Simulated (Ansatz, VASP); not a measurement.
**Two plane-wave programs on Sn**

```
Sn
1.0
    -2.94014    2.94014    1.59930
     2.94014   -2.94014    1.59930
     2.94014    2.94014   -1.59930
Sn
2
Direct
  0.78826 0.25000 0.53826
  0.00000 0.00000 0.00000
```

Change from the starting cell: one atom moved.

Alike in both runs: task single point; functional PBE; k mesh 14 × 14 × 14; occupations gaussian, width 0.1 eV; no spin polarisation.

|  | VASP | Ansatz |
| --- | --- | --- |
| version | VASP 6.6.1 | Ansatz 0.2.0 |
| potentials or method | VASP PAW PBE potentials, release 64 (Sn_d), cutoff 520 eV | scalar-relativistic, plane waves, PAW |
| valence electrons in the cell | 28 | 28 |

Ansatz gave:

* gap on the k mesh at the Fermi level (eV): none
* pressure (GPa): 2.4
* traceless stress, the component that is largest in VASP (GPa): 2.35
* rms of the force components (eV/Å): 0.535

Question: Estimate VASP's values.

Answer: gap on the k mesh at the Fermi level (eV): none; pressure (GPa): 2.4; traceless stress, the component that is largest in VASP (GPa): 2.34; rms of the force components (eV/Å): 0.536.

Atom by atom the forces differ by 0.001 eV/Å (rms over components). A gap of «none» marks a metal or a gap that the smearing closes. The functional is the same, so the differences come from potentials, cutoffs and numerics.
